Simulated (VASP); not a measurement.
# Cs (I4_1/amd) in VASP: a series of runs

Runs on Cs. Level: PBE. Tasks: single point.

Program: VASP 6.6.1. These are calculated values, not measurements. Logs are shortened: lines on timing, memory, paths and dates and some standing lists are left out, and cuts for length are marked.

**1. The cell of the first run**

The structure is tetragonal, space group I4_1/amd (No. 141). Conventional cell: a = 8.830 Å, b = 8.830 Å, c = 4.828 Å, α = 90.00°, β = 90.00°, γ = 90.00°.

**2. Single point, PBE**

Input file INCAR:

```
SYSTEM = Cs
ALGO     = Normal         ! electronic algorithm
EDIFF    = 1E-6           ! SCF threshold, eV
ENCUT    = 520            ! plane-wave cutoff, eV
GGA      = PE             ! functional
ISIF     = 2              ! what is computed and relaxed
ISMEAR   = -1             ! smearing method
LASPH    = .TRUE.         ! aspherical terms in the spheres
LCHARG   = .FALSE.        ! write CHGCAR
LREAL    = .FALSE.        ! projectors in reciprocal space
LWAVE    = .FALSE.        ! write WAVECAR
NBANDS   = 16             ! bands
NELM     = 60             ! most SCF steps
PREC     = Accurate       ! precision mode
SIGMA    = 0.1            ! smearing width, eV
```

Input file KPOINTS:

```
k-points
0
G
  9 9 9
  0 0 0
```

Input file POSCAR:

```
Cs
1.0
   -4.4152126891      4.4152126891      2.4138295157
    4.4152126891     -4.4152126891      2.4138295157
    4.4152126891      4.4152126891     -2.4138295157
Cs
2
Direct
   -0.3750000000     -0.1250000000     -0.2500000000
    0.3750000000      0.1250000000      0.2500000000
```

Potentials or basis: VASP PAW PBE potentials, release 64 (Cs_sv).

Started as:

```console
$ cat potpaw_PBE.64/Cs_sv/POTCAR > POTCAR
$ mpirun -np 1 vasp_std > vasp.out
```

OUTCAR:

```text
SYSTEM = Cs
   EDIFF = 1E-6
   ENCUT = 520
   GGA = PE
   ISIF = 2
   ISMEAR = -1
   LASPH = .TRUE.
   LREAL = .FALSE.
   NELM = 60
   PREC = Accurate

 ion  position               nearest neighbor table
   1  0.625  0.875  0.750-
   2  0.375  0.125  0.250-

  LATTYP: Found a body centered tetragonal cell.
 ALAT       =     8.8304253782
 C/A-ratio  =     0.5467074149

  Lattice vectors:

 A1 = (  -4.4152126891,   4.4152126891,   2.4138295157)
 A2 = (   4.4152126891,  -4.4152126891,   2.4138295157)
 A3 = (   4.4152126891,   4.4152126891,  -2.4138295157)

Analysis of symmetry for initial positions (statically):
=====================================================================
 Subroutine PRICEL returns:
 Original cell was already a primitive cell.

 Routine SETGRP: Setting up the symmetry group for a
 body centered tetragonal supercell.

 Subroutine GETGRP returns: Found 16 space group operations
 (whereof  4 operations were pure point group operations)
 out of a pool of 16 trial point group operations.

The static configuration has the point symmetry C_2h.
 The point group associated with its full space group is D_4h.

Analysis of symmetry for dynamics (positions and initial velocities):
=====================================================================
 Subroutine PRICEL returns:
 Original cell was already a primitive cell.

 Routine SETGRP: Setting up the symmetry group for a
 body centered tetragonal supercell.

 Subroutine GETGRP returns: Found 16 space group operations
 (whereof  4 operations were pure point group operations)
 out of a pool of 16 trial point group operations.

The dynamic configuration has the point symmetry C_2h.
 The point group associated with its full space group is D_4h.

 Subroutine INISYM returns: Found 16 space group operations
 (whereof  4 operations are pure point group operations),
 and found     1 'primitive' translations

----------------------------------------------------------------------------------------

                                     Primitive cell

  volume of cell :     188.2218

  direct lattice vectors                    reciprocal lattice vectors
    -4.415212689  4.415212689  2.413829516     0.000000000  0.113244828  0.207139732
     4.415212689 -4.415212689  2.413829516     0.113244828  0.000000000  0.207139732
     4.415212689  4.415212689 -2.413829516     0.113244828  0.113244828  0.000000000

  length of vectors
     6.694384147  6.694384147  6.694384147     0.236074691  0.236074691  0.160152371

  position of ions in fractional coordinates (direct lattice)
     0.625000000  0.875000000  0.750000000
     0.375000000  0.125000000  0.250000000

  ion indices of the primitive-cell ions
   primitive index   ion index
                 1           1
                 2           2

----------------------------------------------------------------------------------------

 KPOINTS: k-points

Automatic generation of k-mesh.
 Grid dimensions read from file:
 generate k-points for:    9    9    9

 Generating k-lattice:

  Cartesian coordinates                     Fractional coordinates (reciprocal lattice)
     0.000000000  0.012582759  0.023015526     0.111111111  0.000000000  0.000000000
     0.012582759  0.000000000  0.023015526     0.000000000  0.111111111  0.000000000
     0.012582759  0.012582759  0.000000000     0.000000000  0.000000000  0.111111111

  Length of vectors
     0.026230521  0.026230521  0.017794708

  Shift w.r.t. Gamma in fractional coordinates (k-lattice)
     0.000000000  0.000000000  0.000000000

 Subroutine IBZKPT returns following result:
 ===========================================

 Found     75 irreducible k-points:

 Following reciprocal coordinates:
            Coordinates               Weight
  0.000000  0.000000  0.000000      1.000000
  0.111111  0.000000  0.000000      8.000000
  0.222222  0.000000  0.000000      8.000000
  0.333333  0.000000 -0.000000      8.000000
  0.444444  0.000000  0.000000      8.000000
  0.111111  0.111111  0.000000      8.000000
[... 16 lines left out ...]
 -0.333333  0.333333  0.000000      4.000000
  0.444444  0.444444 -0.000000      8.000000
 [... further k-points ...]
   k-points           NKPTS =     75   k-points in BZ     NKDIM =     75   number of bands    NBANDS=     16
   number of dos      NEDOS =    301   number of ions     NIONS =      2
   total plane-waves  NPLWV = 125000
   dimension x,y,z NGX =    50 NGY =   50 NGZ =   50
   dimension x,y,z NGXF=   100 NGYF=  100 NGZF=  100
   ions per type =               2
   NGX,Y,Z   is equivalent  to a cutoff of  12.42, 12.42, 12.42 a.u.
   NGXF,Y,Z  is equivalent  to a cutoff of  24.83, 24.83, 24.83 a.u.
 SYSTEM =  Cs
   PREC   = accura    normal or accurate (medium, high low for compatibility)
   ISTART =      0    job   : 0-new  1-cont  2-samecut
   ICHARG =      2    charge: 1-file 2-atom 10-const
   ISPIN  =      1    spin polarized calculation?
   LNONCOLLINEAR =      F non collinear calculations
   LSORBIT =      F    spin-orbit coupling
   LASPH  =      T    aspherical Exc in radial PAW
   ENCUT  =  520.0 eV  38.22 Ry    6.18 a.u.  12.45 12.45 12.45*2*pi/ulx,y,z
   NELM   =     60;   NELMIN=  2; NELMDL= -5     # of ELM steps
   EDIFF  = 0.1E-05   stopping-criterion for ELM
   LREAL  =      F    real-space projection
   EDIFFG = 0.1E-04   stopping-criterion for IOM
   NSW    =      0    number of steps for IOM
   IBRION =     -1    ionic relax: 0-MD 1-quasi-New 2-CG
   NFREE  =      0    steps in history (QN), initial steepest desc. (CG)
   ISIF   =      2    stress and relaxation
   ISYM   =      2    0-nonsym 1-usesym 2-fastsym
   POTIM  = 0.5000    time-step for ionic-motion
   TEBEG  =    0.0;   TEEND  =   0.0 temperature during run
   PSTRESS=    0.0 pullay stress
   NELECT =      18.0000    total number of electrons
   NUPDOWN=      -1.0000    fix difference up-down
   EMIN   =  10.00;   EMAX   =-10.00  energy-range for DOS
   EFERMI =   0.00;   METHOD = LEGACY
   ISMEAR =    -1;   SIGMA  =   0.10  broadening in eV -4-tet -1-fermi 0-gaus
   EFERMI_NEDOS =   21; number of points for ismear=-14 and -15
   IALGO  =     38    algorithm
   IMIX   =      4    mixing-type and parameters
     AMIX     =   0.40;   BMIX     =  1.00
     AMIX_MAG =   1.60;   BMIX_MAG =  1.00
  volume/ion in A,a.u.               =      94.11       635.09
  Fermi-wavevector in a.u.,A,eV,Ry     =   0.748645  1.414733  7.625641  0.560469
  Thomas-Fermi vector in A             =   1.844980
   LORBIT       =      0    0 simple, 1 ext, 2 COOP (PROOUT), +10 PAW based schemes
   GGA     = PE    functional components
   LHFCALC =     F    Hartree Fock is set to
   AEXX    =    0.0000 exact exchange contribution
   IVDW    =     0    specifies the selected vdW correction
   LEPSILON=     F    determine dielectric tensor
   LRPA    =     F    only Hartree local field effects (RPA)
 non-spin polarized calculation
  energy-cutoff  :      520.00
  volume of cell :      188.22
 maximum number of plane-waves:      5101
 NGX is ok and might be reduce to    50
   NGX = 25   NGY = 25   NGZ = 25

 number of electron      17.9999997 magnetization

 Free energy of the ion-electron system (eV)
  ---------------------------------------------------
  ext. energy  EPLUGINS =         0.00000000
  ---------------------------------------------------
  free energy    TOTEN  =        -1.52424117 eV

  energy without entropy =       -1.43626527  energy(sigma->0) =       -1.48025322

 E-fermi :   1.0267     XC(G=0):  -5.9361

 val. band max:        1.0228738381   @ k =  -0.4444  -0.4444   0.4444
 cond. band min:       1.0314201670   @ k =   0.4444   0.1111   0.0000
 fundamental gap:      0.0085463289
 Fermi energy:         1.0267130966

 k-point     1 :       0.0000    0.0000    0.0000
  band No.  band energies     occupation
      1     -22.8718      2.00000
      2     -22.8285      2.00000
      3      -9.8321      2.00000
      4      -9.8321      2.00000
      5      -9.5539      2.00000
      6      -9.5499      2.00000
[... 8 lines left out ...]
     15       3.7561      0.00000
     16       4.4158      0.00000

 k-point     2 :       0.1111    0.0000    0.0000
  band No.  band energies     occupation
      1     -22.8694      2.00000
      2     -22.8283      2.00000
      3      -9.8296      2.00000
      4      -9.8192      2.00000
      5      -9.5845      2.00000
      6      -9.5789      2.00000
[... 8 lines left out ...]
     15       3.3755      0.00000
     16       4.2621      0.00000

 k-point     3 :       0.2222    0.0000    0.0000
  band No.  band energies     occupation
      1     -22.8632      2.00000
      2     -22.8281      2.00000
      3      -9.8232      2.00000
      4      -9.7890      2.00000
      5      -9.6601      2.00000
      6      -9.6415      2.00000
[... 8 lines left out ...]
     15       3.5399      0.00000
     16       3.7683      0.00000

 k-point     4 :       0.3333    0.0000   -0.0000
  band No.  band energies     occupation
      1     -22.8556      2.00000
      2     -22.8285      2.00000
      3      -9.8157      2.00000
      4      -9.7828      2.00000
      5      -9.7371      2.00000
      6      -9.6816      2.00000
[... 8 lines left out ...]
     15       3.6942      0.00000
     16       3.7692      0.00000
[... 324 lines left out ...]
 k-point    22 :      -0.4444    0.3333    0.0000
  band No.  band energies     occupation
      1     -22.8559      2.00000
      2     -22.8417      2.00000
      3      -9.7756      2.00000
      4      -9.7187      2.00000
      5      -9.6854      2.00000
      6      -9.6252      2.00000
[... 8 lines left out ...]
     15       3.5136      0.00000
     16       4.0699      0.00000

 k-point    23 :      -0.3333    0.3333    0.0000
  band No.  band energies     occupation
      1     -22.8609      2.00000
      2     -22.8393      2.00000
      3      -9.7697      2.00000
      4      -9.7686      2.00000
      5      -9.6354      2.00000
      6      -9.6191      2.00000
[... 8 lines left out ...]
     15       3.5802      0.00000
     16       4.3172      0.00000

 k-point    24 :       0.4444    0.4444   -0.0000
  band No.  band energies     occupation
      1     -22.8493      2.00000
      2     -22.8483      2.00000
      3      -9.7404      2.00000
      4      -9.7258      2.00000
      5      -9.6814      2.00000
      6      -9.6610      2.00000
[... 8 lines left out ...]
     15       3.5650      0.00000
     16       3.7192      0.00000

 [... further k-points ...]

------------------------ aborting loop because EDIFF is reached ----------------------------------------

  FORCE on cell =-STRESS in cart. coord.  units (eV):
  Direction    XX          YY          ZZ          XY          YZ          ZX
  --------------------------------------------------------------------------------------
  -------------------------------------------------------------------------------------
  Total        0.8251651      0.8251651      0.8154280      0.0000000      0.0000000      0.0000000
  in kB        7.0239529      7.0239529      6.9410689      0.0000000      0.0000000      0.0000000
  external PRESSURE =       6.9963249 kB  Pullay stress =       0.0000000 kB

 VOLUME and BASIS-vectors are now :
 -----------------------------------------------------------------------------
  energy-cutoff  :      520.00
  volume of cell :      188.22
      direct lattice vectors                 reciprocal lattice vectors
    -4.415212689  4.415212689  2.413829516     0.000000000  0.113244828  0.207139732
     4.415212689 -4.415212689  2.413829516     0.113244828  0.000000000  0.207139732
     4.415212689  4.415212689 -2.413829516     0.113244828  0.113244828  0.000000000

 POSITION                                       TOTAL-FORCE (eV/Angst)
 -----------------------------------------------------------------------------------
      4.41521      2.20761      1.81037        -0.000000      0.000000      0.000000
     -0.00000      2.20761      0.60346         0.000000     -0.000000     -0.000000
 -----------------------------------------------------------------------------------
    total drift:                                0.000000     -0.000000      0.000000

  FREE ENERGIE OF THE ION-ELECTRON SYSTEM (eV)
  ---------------------------------------------------
  free  energy   TOTEN  =        -1.5242411665 eV

  energy  without entropy=       -1.4362652726  energy(sigma->0) =       -1.48025322
```

Run time: 2.4 min. Hardware: 1 thread of Intel Xeon 6975P-C (Granite Rapids), shared host; peak memory 0.43 GiB.

What came out:

```yaml
Free_energy: -1.5242 eV
Pressure: 0.7 GPa
Band_gap_on_the_k_mesh: zero (bands 9 and 10 overlap by 1.04 eV)
```

Levels at points of the mesh, in eV from the Fermi level:
```csv
k point,band 5,band 6,band 7,band 8,band 9,band 10,band 11,band 12,band 13,band 14
"(0.00, 0.00, 0.00)",-10.58,-10.58,-10.56,-10.56,-1.87,0.13,1.19,1.55,2.01,2.73
```

Caveat: spin-orbit coupling is left out, which moves the levels of the heavy elements.

**3. Single point, PBE**

Input file INCAR:

```
  PREC = Accurate
  ENCUT = 520
  EDIFF = 1E-6
  ISMEAR = -1
  SIGMA = 0.1
  LREAL = False
  LASPH = True
  NELM = 80
  ALGO = Normal
  ISIF = 2
  LWAVE = False
  LCHARG = True
  GGA = PE
  LELF = True
  LVHAR = True
  NBANDS = 16
```

Input file KPOINTS:

```
regular mesh
0
Gamma
  9 9 9
```

POSCAR is that of step 2.

Potentials or basis: VASP PAW PBE potentials, release 64 (Cs_sv).

Started as:

```console
$ cat potpaw_PBE.64/Cs_sv/POTCAR > POTCAR
$ mpirun -np 1 vasp_std > vasp.out
```

It took 2.5 min on 1 thread of Intel Xeon 6975P-C (Granite Rapids), shared host; peak memory 0.43 GiB.

It converged, with:

| Item | Value |
| --- | --- |
| Free energy | -1.5242 eV |
| Pressure | 0.7 GPa |
| Band gap on the k mesh | zero (bands 9 and 10 overlap by 1.04 eV) |

Levels at points of the mesh, in eV from the Fermi level:
| k point | band 6 | band 7 | band 8 | band 9 | band 10 | band 11 | band 12 | band 13 |
| --- | --- | --- | --- | --- | --- | --- | --- | --- |
| (0.00, 0.00, 0.00) | -10.58 | -10.56 | -10.56 | -1.87 | 0.13 | 1.19 | 1.55 | 2.01 |

Caveat: spin-orbit coupling is left out, which moves the levels of the heavy elements.
